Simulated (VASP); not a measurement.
# I (Fmmm) in VASP: a series of runs

Aim: see how the results for I move with the level of theory and the settings. Levels: LDA, RPBE+D3(BJ). Tasks: relaxation of cell and atoms.

Everything below comes from runs of VASP 6.6.1. Logs are shortened: lines on timing, memory, paths and dates and some standing lists are left out, and cuts for length are marked.

### 1 The cell of the first run

Symmetry: Fmmm, No. 69, orthorhombic system. The conventional cell has a = 4.384 Å, b = 4.731 Å, c = 7.820 Å, α = 90.00°, β = 90.00°, γ = 90.00°. I (site symmetry mmm) has 4 I at 3.23 Å within 4.2 Å.

### 2 Relaxation of cell and atoms, LDA

INCAR reads:

```
PREC = Accurate ; ENCUT = 600
EDIFF = 1E-7 ; ISMEAR = -1
SIGMA = 0.05 ; LREAL = F
LASPH = T ; NELM = 80
ALGO = Normal ; ISIF = 3
LWAVE = F ; LCHARG = F
GGA = CA ; IBRION = 2
NSW = 80 ; EDIFFG = -0.005
```

KPOINTS reads:

```
Automatic mesh
0
Gamma
  9 9 9
```

POSCAR reads:

```
I
1.0
    0.0000000000      2.3656004428      3.9098401324
    2.1922454667      0.0000000000      3.9098401324
    2.1922454667      2.3656004428      0.0000000000
I
1
Direct
    0.0000000000      0.0000000000      0.0000000000
```

Potentials or basis: VASP PAW LDA potentials, release 64 (I).

On the command line:

```
cat potpaw_LDA.64/I/POTCAR > POTCAR
mpirun -np 1 vasp_std > vasp.out
```

OUTCAR:

```text
PREC = Accurate
   ENCUT = 600
   EDIFF = 1E-7
   ISMEAR = -1
   LREAL = F
   LASPH = T
   NELM = 80
   ISIF = 3
   GGA = CA
   IBRION = 2
   NSW = 80
   EDIFFG = -0.005

 ion  position               nearest neighbor table
   1  0.000  0.000  0.000-

  LATTYP: Found a face centered orthorhombic cell.
 ALAT       =     4.3844909334
 B/A-ratio  =     1.0790764441
 C/A-ratio  =     1.7834864717

  Lattice vectors:

 A1 = (   0.0000000000,   2.3656004428,   3.9098401324)
 A2 = (   2.1922454667,   0.0000000000,   3.9098401324)
 A3 = (   2.1922454667,   2.3656004428,   0.0000000000)

Analysis of symmetry for initial positions (statically):
=====================================================================
 Subroutine PRICEL returns:
 Original cell was already a primitive cell.

 Routine SETGRP: Setting up the symmetry group for a
 face centered orthorhombic supercell.

 Subroutine GETGRP returns: Found  8 space group operations
 (whereof  8 operations were pure point group operations)
 out of a pool of  8 trial point group operations.

The static configuration has the point symmetry D_2h.

Analysis of symmetry for dynamics (positions and initial velocities):
=====================================================================
 Subroutine PRICEL returns:
 Original cell was already a primitive cell.

 Routine SETGRP: Setting up the symmetry group for a
 face centered orthorhombic supercell.

 Subroutine GETGRP returns: Found  8 space group operations
 (whereof  8 operations were pure point group operations)
 out of a pool of  8 trial point group operations.

The dynamic configuration has the point symmetry D_2h.

 Subroutine INISYM returns: Found  8 space group operations
 (whereof  8 operations are pure point group operations),
 and found     1 'primitive' translations

----------------------------------------------------------------------------------------

                                     Primitive cell

  volume of cell :      40.5527

  direct lattice vectors                    reciprocal lattice vectors
     0.000000000  2.365600443  3.909840132    -0.228076649  0.211362828  0.127882467
     2.192245467  0.000000000  3.909840132     0.228076649 -0.211362828  0.127882467
     2.192245467  2.365600443  0.000000000     0.228076649  0.211362828 -0.127882467

  length of vectors
     4.569782852  4.482498193  3.225214046     0.336224818  0.336224818  0.336224818

  position of ions in fractional coordinates (direct lattice)
     0.000000000  0.000000000  0.000000000

[... 98 lines left out ...]
  Thomas-Fermi vector in A             =   2.035812
   LORBIT       =      0    0 simple, 1 ext, 2 COOP (PROOUT), +10 PAW based schemes
   GGA     = CA    functional components
   LHFCALC =     F    Hartree Fock is set to
   AEXX    =    0.0000 exact exchange contribution
   IVDW    =     0    specifies the selected vdW correction
   LEPSILON=     F    determine dielectric tensor
   LRPA    =     F    only Hartree local field effects (RPA)
 conjugate gradient relaxation of ions
 non-spin polarized calculation
  energy-cutoff  :      600.00
  volume of cell :       40.55
 maximum number of plane-waves:      1376
 NGX is ok and might be reduce to    40
   NGX = 19   NGY = 17   NGZ = 13

--------------------------------------- Ionic step        1  -------------------------------------------

 number of electron       6.9999999 magnetization

 Free energy of the ion-electron system (eV)
  ---------------------------------------------------
  ext. energy  EPLUGINS =         0.00000000
  ---------------------------------------------------
  free energy    TOTEN  =        -1.91748905 eV

  energy without entropy =       -1.91222803  energy(sigma->0) =       -1.91485854

------------------------ aborting loop because EDIFF is reached ----------------------------------------

  FORCE on cell =-STRESS in cart. coord.  units (eV):
  Direction    XX          YY          ZZ          XY          YZ          ZX
  --------------------------------------------------------------------------------------
  -------------------------------------------------------------------------------------
  Total       -0.6820409     -0.7942398     -0.2825333      0.0000000      0.0000000      0.0000000
  in kB      -26.9464420    -31.3792583    -11.1624799      0.0000000      0.0000000      0.0000000
  external PRESSURE =     -23.1627267 kB  Pullay stress =       0.0000000 kB
[... 86 lines left out ...]
  FREE ENERGIE OF THE ION-ELECTRON SYSTEM (eV)
  ---------------------------------------------------
  free  energy   TOTEN  =        -1.9388315900 eV

  energy  without entropy=       -1.9345146213  energy(sigma->0) =       -1.93667311

 E-fermi :   4.6439     XC(G=0):  -9.1142

 val. band max:        4.5957896386   @ k =   0.4444   0.3333   0.1111
 cond. band min:       4.6441239836   @ k =  -0.2222   0.0000   0.1111
 fundamental gap:      0.0483343450
 Fermi energy:         4.6439305184

 k-point     1 :       0.0000    0.0000    0.0000
  band No.  band energies     occupation
      1      -9.8452      2.00000
      2       2.7629      2.00000
      3       5.5701      0.00000
      4       5.8631      0.00000
      5       9.0223      0.00000
      6      12.1392      0.00000
      7      13.0965      0.00000
[... 221 lines left out ...]
 k-point    24 :       0.4444    0.4444    0.0000
  band No.  band energies     occupation
      1      -9.4443      2.00000
      2      -0.1272      2.00000
      3       5.2146      0.00002
      4       5.5392      0.00000
      5      11.4081      0.00000
      6      11.8151      0.00000
      7      16.0073      0.00000

 [... further k-points ...]

[... ionic steps 4 to 13 ...]

--------------------------------------- Ionic step       14  -------------------------------------------

 number of electron       7.0000000 magnetization

------------------------ aborting loop because EDIFF is reached ----------------------------------------
[... 65 lines left out ...]
--------------------------------------- Ionic step       16  -------------------------------------------

 number of electron       7.0000000 magnetization

 Free energy of the ion-electron system (eV)
  ---------------------------------------------------
  ext. energy  EPLUGINS =         0.00000000
  ---------------------------------------------------
  free energy    TOTEN  =        -1.95266916 eV

  energy without entropy =       -1.94723037  energy(sigma->0) =       -1.94994976

 E-fermi :   4.9068     XC(G=0):  -9.2625

 val. band max:        4.9003701355   @ k =   0.1111   0.0000   0.1111
 cond. band min:       4.9342140620   @ k =   0.2222   0.4444   0.1111
 fundamental gap:      0.0338439264
 Fermi energy:         4.9068021083

 k-point     1 :       0.0000    0.0000    0.0000
  band No.  band energies     occupation
      1      -9.5771      2.00000
      2       3.3577      2.00000
      3       5.9767      0.00000
      4       6.0306      0.00000
      5       9.6564      0.00000
      6      12.4468      0.00000
      7      13.4857      0.00000
[... 258 lines left out ...]
  FREE ENERGIE OF THE ION-ELECTRON SYSTEM (eV)
  ---------------------------------------------------
  free  energy   TOTEN  =        -1.9526691578 eV

  energy  without entropy=       -1.9472303692  energy(sigma->0) =       -1.94994976

 reached required accuracy - stopping structural energy minimisation
```

CONTCAR:

```text
I
   1.00000000000000
    -0.0000000000000012    2.2438763885540856    3.5368855149410492
     2.2104615123735076    0.0000000000000000    3.5368855149410492
     2.2104615123735063    2.2438763885540856    0.0000000000000000
  I
     1
Direct
     0.0000000000000000    1.0000000000000000    1.0000000000000000

  0.00000000E+00  0.00000000E+00  0.00000000E+00
```

It took 4.4 min on 1 thread of AMD EPYC 9R45 (Zen 5), shared host; peak memory 0.17 GiB.

What came out:

```yaml
Free_energy: -1.9527 eV
Relaxed_volume: 35.09 Å³/atom
Relaxed_cell: a = 4.189 Å, b = 4.171 Å, c = 3.150 Å, α = 68.17°, β = 67.57°, γ = 44.27°
Space_group_after_relaxing_to_0.1_Å: I4/mmm (No. 139)
Energy_gained_by_relaxing: 35.2 meV/atom
Ionic_steps: 16
Pressure_after_relaxing: 0.0 GPa
Band_gap_on_the_k_mesh: zero (an odd number of electrons rules out a gap without spin polarisation)
```

The path:
| step | energy change (eV) | largest force (eV/Å) | pressure (GPa) | volume (Å³) |
| --- | --- | --- | --- | --- |
| 1 | 0.0000 | 0.0000 | -2.32 | 40.55 |
| 2 | -0.0173 | 0.0000 | 0.86 | 37.20 |
| 3 | -0.0213 | 0.0000 | -0.24 | 38.15 |
| 4 | -0.0248 | 0.0000 | -0.22 | 37.64 |
| 5 | -0.0326 | 0.0000 | -0.07 | 36.13 |
| 6 | -0.0236 | 0.0000 | 0.81 | 33.10 |
| 7 | -0.0341 | 0.0000 | 0.06 | 35.39 |
| 8 | -0.0342 | 0.0000 | 0.11 | 35.17 |
| 9 | -0.0343 | 0.0000 | -0.21 | 35.37 |
| 10 | -0.0344 | 0.0000 | -0.11 | 35.31 |
| 11 | -0.0346 | 0.0000 | -0.10 | 35.29 |
| 12 | -0.0350 | 0.0000 | -0.05 | 35.24 |
| 13 | -0.0352 | 0.0000 | 0.03 | 35.12 |
| 14 | -0.0351 | 0.0000 | -0.15 | 35.18 |
| 15 | -0.0352 | 0.0000 | -0.03 | 35.14 |
| 16 | -0.0352 | 0.0000 | -0.01 | 35.09 |

Final structure:
```yaml
crystal:
  lattice:
    - [0.00000, 2.24388, 3.53689]
    - [2.21046, 0.00000, 3.53689]
    - [2.21046, 2.24388, 0.00000]
  atoms:
    - { symbol: I, position: [0.00000, 0.00000, 0.00000] }
```

Caveat: spin-orbit coupling is left out, which moves the levels of the heavy elements; an odd number of electrons without spin polarisation forces a metal; a magnetic or distorted state may lie lower.

### 3 Relaxation of cell and atoms, RPBE+D3(BJ)

INCAR reads:

```
PREC = Accurate ; ENCUT = 600
EDIFF = 1E-6 ; ISMEAR = -1
SIGMA = 0.05 ; LREAL = F
LASPH = T ; NELM = 60
ALGO = Normal ; ISIF = 3
LWAVE = F ; LCHARG = F
GGA = RP ; IVDW = 12
IBRION = 2 ; NSW = 80
EDIFFG = -0.02
```

KPOINTS reads:

```
regular mesh
0
Gamma
  9 9 9
```

POSCAR is that of step 2.

Potentials or basis: VASP PAW PBE potentials, release 64 (I).

On the command line:

```
cat potpaw_PBE.64/I/POTCAR > POTCAR
mpirun -np 1 vasp_std > vasp.out
```

OUTCAR:

```text
PREC = Accurate
   ENCUT = 600
   EDIFF = 1E-6
   ISMEAR = -1
   LREAL = F
   LASPH = T
   NELM = 60
   ISIF = 3
   GGA = RP
   IVDW = 12
   IBRION = 2
   NSW = 80
   EDIFFG = -0.02
 IVDW          = 12

 ion  position               nearest neighbor table
   1  0.000  0.000  0.000-

  LATTYP: Found a face centered orthorhombic cell.
 ALAT       =     4.3844909334
 B/A-ratio  =     1.0790764441
 C/A-ratio  =     1.7834864717

  Lattice vectors:

 A1 = (   0.0000000000,   2.3656004428,   3.9098401324)
 A2 = (   2.1922454667,   0.0000000000,   3.9098401324)
 A3 = (   2.1922454667,   2.3656004428,   0.0000000000)

Analysis of symmetry for initial positions (statically):
=====================================================================
 Subroutine PRICEL returns:
 Original cell was already a primitive cell.

 Routine SETGRP: Setting up the symmetry group for a
 face centered orthorhombic supercell.

 Subroutine GETGRP returns: Found  8 space group operations
 (whereof  8 operations were pure point group operations)
 out of a pool of  8 trial point group operations.

The static configuration has the point symmetry D_2h.

Analysis of symmetry for dynamics (positions and initial velocities):
=====================================================================
 Subroutine PRICEL returns:
 Original cell was already a primitive cell.

 Routine SETGRP: Setting up the symmetry group for a
 face centered orthorhombic supercell.

 Subroutine GETGRP returns: Found  8 space group operations
 (whereof  8 operations were pure point group operations)
 out of a pool of  8 trial point group operations.

The dynamic configuration has the point symmetry D_2h.

 Subroutine INISYM returns: Found  8 space group operations
 (whereof  8 operations are pure point group operations),
 and found     1 'primitive' translations

----------------------------------------------------------------------------------------

                                     Primitive cell

  volume of cell :      40.5527

[... 92 lines left out ...]
   ISIF   =      3    stress and relaxation
   ISYM   =      2    0-nonsym 1-usesym 2-fastsym
   POTIM  = 0.5000    time-step for ionic-motion
   TEBEG  =    0.0;   TEEND  =   0.0 temperature during run
   PSTRESS=    0.0 pullay stress
   NELECT =       7.0000    total number of electrons
   NUPDOWN=      -1.0000    fix difference up-down
   EMIN   =  10.00;   EMAX   =-10.00  energy-range for DOS
   EFERMI =   0.00;   METHOD = LEGACY
   ISMEAR =    -1;   SIGMA  =   0.05  broadening in eV -4-tet -1-fermi 0-gaus
   EFERMI_NEDOS =   21; number of points for ismear=-14 and -15
   IALGO  =     38    algorithm
   IMIX   =      4    mixing-type and parameters
     AMIX     =   0.40;   BMIX     =  1.00
     AMIX_MAG =   1.60;   BMIX_MAG =  1.00
  volume/ion in A,a.u.               =      40.55       273.66
  Fermi-wavevector in a.u.,A,eV,Ry     =   0.911523  1.722529 11.304731  0.830874
  Thomas-Fermi vector in A             =   2.035812
   LORBIT       =      0    0 simple, 1 ext, 2 COOP (PROOUT), +10 PAW based schemes
   GGA     = RP    functional components
   LHFCALC =     F    Hartree Fock is set to
   AEXX    =    0.0000 exact exchange contribution
   IVDW    =    12    specifies the selected vdW correction
   LEPSILON=     F    determine dielectric tensor
   LRPA    =     F    only Hartree local field effects (RPA)
 conjugate gradient relaxation of ions
 non-spin polarized calculation
  energy-cutoff  :      600.00
  volume of cell :       40.55
 maximum number of plane-waves:      1376
 NGX is ok and might be reduce to    40
   NGX = 19   NGY = 17   NGZ = 13

--------------------------------------- Ionic step        1  -------------------------------------------

 number of electron       6.9999999 magnetization

 Free energy of the ion-electron system (eV)
  ---------------------------------------------------
  ext. energy  EPLUGINS =         0.00000000
  ---------------------------------------------------
  free energy    TOTEN  =        -1.09028618 eV

  energy without entropy =       -1.08522305  energy(sigma->0) =       -1.08775461

 E-fermi :   3.6139     XC(G=0):  -8.0428

 val. band max:        3.6063360263   @ k =  -0.2222   0.0000   0.1111
 cond. band min:       3.6431444866   @ k =  -0.1111   0.1111   0.1111
 fundamental gap:      0.0368084604
 Fermi energy:         3.6139241414
[... 842 lines left out ...]
 k-point    24 :       0.4444    0.4444    0.0000
  band No.  band energies     occupation
      1      -2.8757      2.00000
      2       3.4889      2.00000
      3      10.7515      2.00000
      4      12.1755      0.00055
      5      16.8585      0.00000
      6      17.0415      0.00000
      7      27.5196      0.00000

 [... further k-points ...]

[... ionic steps 4 to 20 ...]

--------------------------------------- Ionic step       21  -------------------------------------------

 number of electron       7.0000000 magnetization

------------------------ aborting loop because EDIFF is reached ----------------------------------------
[... 73 lines left out ...]
--------------------------------------- Ionic step       23  -------------------------------------------

 number of electron       7.0000000 magnetization

 Free energy of the ion-electron system (eV)
  ---------------------------------------------------
  ext. energy  EPLUGINS =         0.00000000
  ---------------------------------------------------
  free energy    TOTEN  =        -0.38855770 eV

  energy without entropy =       -0.38547183  energy(sigma->0) =       -0.38701476

 E-fermi :   9.2108     XC(G=0): -10.3701

 val. band max:        9.1583765146   @ k =   0.4444   0.2222   0.1111
 cond. band min:       9.2113322933   @ k =   0.3333   0.2222   0.1111
 fundamental gap:      0.0529557787
 Fermi energy:         9.2108220095
[... 272 lines left out ...]
  FREE ENERGIE OF THE ION-ELECTRON SYSTEM (eV)
  ---------------------------------------------------
  free  energy   TOTEN  =        -2.4998497725 eV

  energy  without entropy=       -2.4967638971  energy(sigma->0) =       -2.49830683

 reached required accuracy - stopping structural energy minimisation
```

OSZICAR:

```text
N       E                     dE             d eps       ncg     rms          rms(c)
DAV:   1     0.250911929008E+02    0.25091E+02   -0.26912E+03  1750   0.793E+02
[... 199 lines left out ...]
DAV:   4    -0.388890902854E+00   -0.65333E-07   -0.20999E-07   945   0.383E-03
  22 F= -.24998314E+01 E0= -.24982909E+01  d E =-.165351E-03
       N       E                     dE             d eps       ncg     rms          rms(c)
DAV:   1    -0.388567001969E+00    0.32384E-03   -0.18151E-03  2093   0.251E-01    0.266E-02
DAV:   2    -0.388561200038E+00    0.58019E-05   -0.29854E-05  1988   0.489E-02    0.129E-02
DAV:   3    -0.388557630402E+00    0.35696E-05   -0.12246E-05  2331   0.238E-02    0.361E-03
DAV:   4    -0.388557701262E+00   -0.70860E-07   -0.32853E-07  1162   0.512E-03
  23 F= -.24998498E+01 E0= -.24983068E+01  d E =-.183641E-04
```

Wall time 6.6 min (1 thread of AMD EPYC 9R45 (Zen 5), shared host); peak memory 0.22 GiB.

Results:

- Free energy: -2.4998 eV
- Relaxed volume: 26.10 Å³/atom
- Relaxed cell: a = 3.605 Å, b = 3.569 Å, c = 3.006 Å, α = 65.86°, β = 64.61°, γ = 49.53°
- Space group after relaxing (to 0.1 Å): Fmmm (No. 69)
- Energy gained by relaxing: 335.6 meV/atom
- Ionic steps: 23
- Pressure after relaxing: 0.0 GPa
- Band gap on the k mesh: zero (an odd number of electrons rules out a gap without spin polarisation)
- Dispersion energy per atom: -2.111 eV

The path:
```csv
step,energy change (eV),largest force (eV/Å),pressure (GPa),volume (Å³)
1,0.0000,0.0000,-5.57,40.55
2,-0.0817,0.0000,4.00,32.78
3,-0.1289,0.0000,-0.94,35.30
4,-0.1653,0.0000,-1.03,33.69
5,-0.2608,0.0000,-1.06,29.88
6,-0.2011,0.0000,9.18,22.55
7,-0.3089,0.0000,-0.49,27.65
8,-0.3161,0.0000,1.20,25.70
9,-0.3188,0.0000,0.40,26.42
10,-0.3187,0.0000,0.56,26.24
11,-0.3182,0.0000,-1.25,26.75
12,-0.3197,0.0000,-0.25,26.46
13,-0.3227,0.0000,-0.44,26.51
14,-0.3323,0.0000,-1.09,26.62
15,-0.3330,0.0000,-1.30,26.65
16,-0.3342,0.0000,-1.00,26.51
17,-0.3353,0.0000,-0.48,26.28
18,-0.3355,0.0000,-0.26,26.19
19,-0.3355,0.0000,-0.23,26.17
20,-0.3355,0.0000,-0.17,26.15
21,-0.3356,0.0000,0.00,26.11
22,-0.3356,0.0000,0.02,26.10
23,-0.3356,0.0000,0.00,26.10
```

Final structure:
```cif
data_structure
_symmetry_space_group_name_H-M 'P 1'
_symmetry_Int_Tables_number 1
_cell_length_a 3.6053
_cell_length_b 3.5694
_cell_length_c 3.0057
_cell_angle_alpha 65.857
_cell_angle_beta 64.612
_cell_angle_gamma 49.530
_cell_volume 26.10
loop_
_atom_site_label
_atom_site_type_symbol
_atom_site_fract_x
_atom_site_fract_y
_atom_site_fract_z
_atom_site_occupancy
I1 I 0.00000 0.00000 0.00000 1
```

Caveat: the volume moved by over 15 % at a fixed basis, so the end points are rough; the dispersion term is far too large for a dense solid, which distorts pressure and volume; the PAW data sets were made with another functional, which shifts forces and pressure a little; spin-orbit coupling is left out, which moves the levels of the heavy elements; an odd number of electrons without spin polarisation forces a metal; a magnetic or distorted state may lie lower.

The gap in the log of VASP goes by the Fermi energy; the results here count the filled bands.